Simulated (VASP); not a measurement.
Crystal: KS8.

```
K S
1.0
     3.39318    0.00000    0.00000
     0.00000    5.87716    0.00000
     0.00000    0.00000    7.39294
K S
1 8
Direct
  0.50000 0.50000 0.00000
  0.50000 0.16667 0.73435
  0.00000 0.66667 0.73435
  0.00000 0.33333 0.73435
  0.50000 0.83333 0.73435
  0.00000 0.33333 0.26565
  0.50000 0.83333 0.26565
  0.50000 0.16667 0.26565
  0.00000 0.66667 0.26565
```

```yaml
Program: VASP 6.6.1
Task: relaxation of cell and atoms
Functional: PBE
Dispersion: D3(BJ)
Potentials_or_basis: VASP PAW PBE potentials, release 64 (K_sv, S)
Cutoff: 600 eV
k_mesh: 6 × 4 × 4
Occupations: gaussian, width 0.1 eV
Spin: no spin polarisation
```

At the start: pressure 49.6 GPa; volume 16.38 Å³/atom.

Question: Where does the relaxation end?

Answer: Over 41 steps the energy falls by 1546.2 meV/atom and the volume is 26.29 Å³/atom (+60.5 %); space group Pmmm (No. 47, to 0.1 Å) before and after.

Step by step:
| step | energy change (eV) | largest force (eV/Å) | pressure (GPa) | volume (Å³) |
| --- | --- | --- | --- | --- |
| 1 | 0.0000 | 1.3747 | 49.56 | 147.43 |
| 3 | -9.9219 | 0.7081 | 0.86 | 216.88 |
| 5 | -10.1585 | 1.7617 | 0.20 | 221.90 |
| 7 | -11.7551 | 1.2560 | 3.57 | 242.66 |
| 9 | -11.9709 | 0.4118 | 1.93 | 240.59 |
| 11 | -12.2632 | 0.9968 | 1.77 | 253.57 |
| 13 | -12.9260 | 0.5028 | -2.16 | 303.28 |
| 15 | -13.0555 | 0.3514 | -1.06 | 303.46 |
| 17 | -13.2649 | 0.6769 | 0.00 | 282.28 |
| 19 | -13.2987 | 0.9778 | 0.65 | 271.20 |
| 21 | -13.4268 | 0.7236 | 0.15 | 263.20 |
| 23 | -13.5260 | 0.3583 | -0.54 | 226.91 |
| 25 | -13.6253 | 0.2608 | -0.76 | 237.79 |
| 27 | -13.7075 | 0.3012 | 0.60 | 227.37 |
| 29 | -13.8045 | 0.1937 | 0.70 | 232.62 |
| 31 | -13.8130 | 0.1869 | 0.78 | 234.77 |
| 33 | -13.8625 | 0.2899 | -1.07 | 243.95 |
| 35 | -13.8810 | 0.1569 | -0.65 | 242.04 |
| 37 | -13.9057 | 0.1387 | -0.20 | 239.61 |
| 39 | -13.9132 | 0.0522 | -0.09 | 237.51 |
| 41 | -13.9157 | 0.0366 | -0.13 | 236.62 |

Final structure:
```cif
data_structure
_symmetry_space_group_name_H-M 'P 1'
_symmetry_Int_Tables_number 1
_cell_length_a 3.7886
_cell_length_b 9.3650
_cell_length_c 6.6692
_cell_angle_alpha 90.000
_cell_angle_beta 90.000
_cell_angle_gamma 90.000
_cell_volume 236.62
loop_
_atom_site_label
_atom_site_type_symbol
_atom_site_fract_x
_atom_site_fract_y
_atom_site_fract_z
_atom_site_occupancy
K1 K 0.50000 0.50000 0.00000 1
S1 S 0.50000 0.19147 0.72516 1
S2 S 0.00000 0.70297 0.71496 1
S3 S 0.00000 0.29703 0.71496 1
S4 S 0.50000 0.80853 0.72516 1
S5 S 0.00000 0.29703 0.28504 1
S6 S 0.50000 0.80853 0.27484 1
S7 S 0.50000 0.19147 0.27484 1
S8 S 0.00000 0.70297 0.28504 1
```

Caveat: the volume moved by over 15 % at a fixed basis, so the end points are rough; an odd number of electrons without spin polarisation forces a metal; a magnetic or distorted state may lie lower.
